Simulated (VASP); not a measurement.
Runs of VASP 6.6.1 on CdS. The structure is that of space group P6_3mc (No. 186), or close to it. The cells are those of the table. 

```csv
cell,gap on the mesh (eV),pressure (GPa),largest force (eV/Å)
"a = 4.445, b = 4.445, c = 6.749 Å, angles 90.0, 90.0, 120.0°, 4 atoms",1.25,-5.6,0.08
"a = 3.721, b = 3.721, c = 6.749 Å, angles 90.0, 90.0, 120.0°, 4 atoms",(a),(b),2.10
"a = 4.238, b = 4.238, c = 6.749 Å, angles 90.0, 90.0, 120.0°, 4 atoms",1.55,(c),0.09
"a = 3.928, b = 3.928, c = 6.749 Å, angles 90.0, 90.0, 120.0°, 4 atoms",1.80,10.9,0.90
```

Alike in all rows: task single point; level r2SCAN; potentials or basis VASP PAW PBE potentials, release 64 (Cd, S); no spin polarisation; k mesh 12 × 12 × 4; cutoff (eV) 520; smearing gaussian 0.05 eV.

Question: Fill in the values left out.

Answer: (a) 1.73; (b) 27.1; (c) -1.6.

Caveats: the PAW data sets were made with another functional, which shifts forces and pressure a little; the cell stands under pressure (at least some runs); the cell stands under tension (at least some runs).

A k mesh can miss the band edges, and the runs leave out spin-orbit coupling on Cd.
